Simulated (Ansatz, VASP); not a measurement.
LuW2ClO4: VASP beside Ansatz

INCAR

```
SYSTEM = LuW2ClO4
  PREC = Accurate
  ENCUT = 520
  EDIFF = 1E-6
  ISMEAR = -1
  SIGMA = 0.0149
  LREAL = .False.
  LASPH = .True.
  NELM = 60
  ALGO = Normal
  ISIF = 2
  LWAVE = .False.
  LCHARG = .True.
  GGA = PE
  LELF = .True.
  LVHAR = .True.
  NBANDS = 52
```

KPOINTS

```
regular mesh
0
Gamma
  5 5 3
  0 0 0
```

The input POSCAR:

```
LuW2ClO4
1.0
    3.5184490000      0.0000000000      0.0000000000
    0.0000000000      3.5184490000      0.0000000000
    0.0000000000      0.0000000000      8.1500790000
Cl Lu O W
1 1 4 2
Direct
    0.0000000000      0.0000000000      0.5000000000
    0.0000000000      0.0000000000      0.0000000000
    0.5000000000      0.0000000000      0.8480000000
    0.0000000000      0.5000000000      0.8480000000
    0.5000000000      0.0000000000      0.1520000000
    0.0000000000      0.5000000000      0.1520000000
    0.5000000000      0.5000000000      0.7193000000
    0.5000000000      0.5000000000      0.2807000000
```

Input for Ansatz:

```yaml
crystal:
  lattice:
    - [3.518449, 0.0, 0.0]
    - [0.0, 3.518449, 0.0]
    - [0.0, 0.0, 8.150079]
  atoms:
    - { symbol: Cl, position: [0.0, 0.0, 0.5] }
    - { symbol: Lu, position: [0.0, 0.0, 0.0] }
    - { symbol: O, position: [0.5, 0.0, 0.848] }
    - { symbol: O, position: [0.0, 0.5, 0.848] }
    - { symbol: O, position: [0.5, 0.0, 0.152] }
    - { symbol: O, position: [0.0, 0.5, 0.152] }
    - { symbol: W, position: [0.5, 0.5, 0.7193] }
    - { symbol: W, position: [0.5, 0.5, 0.2807] }
  symmetry: { tolerance: 0.0003 }
kpoints:
  mp_grid: { grid: [5, 5, 3], shift: [0, 0, 0] }
magnetization:
  spin_polarized: false
scf:
  occupations: { method: fermi_dirac, width: 0.0149 }
hamiltonian:
  pseudopotentials: { kind: paw }
  xc: pbe
basis:
  ecutwfc: 420
output:
  forces: true
  stress: true
  eigenvalues: true
  write_density: true
  write_potential: true
  elf: true
  volumetric_format: npy
```

Alike in both runs: task single point; functional PBE; k mesh 5 × 5 × 3; occupations fermi-dirac, width 0.0149 eV; no spin polarisation.

|  | VASP | Ansatz |
| --- | --- | --- |
| version | VASP 6.6.1 | Ansatz 0.2.0 |
| potentials or method | VASP PAW PBE potentials, release 64 (Cl, Lu, O, W_sv), cutoff 520 eV | PAW plane waves |
| valence electrons in the cell | 84 | 84 |

Ansatz gave:

| Property | Result |
| --- | --- |
| gap on the k mesh at the Fermi level (eV) | none |
| pressure (GPa) | 14.4 |
| traceless stress, the component that is largest in VASP (GPa) | -12.61 |
| rms of the force components (eV/Å) | 1.315 |

Task: Estimate VASP's values.

Result: gap on the k mesh at the Fermi level (eV): none; pressure (GPa): 16.0; traceless stress, the component that is largest in VASP (GPa): -12.85; rms of the force components (eV/Å): 1.311.

Atom by atom the forces differ by 0.052 eV/Å (rms over components). A gap of «none» marks a metal or a gap that the smearing closes.

Spin-orbit coupling is off throughout.
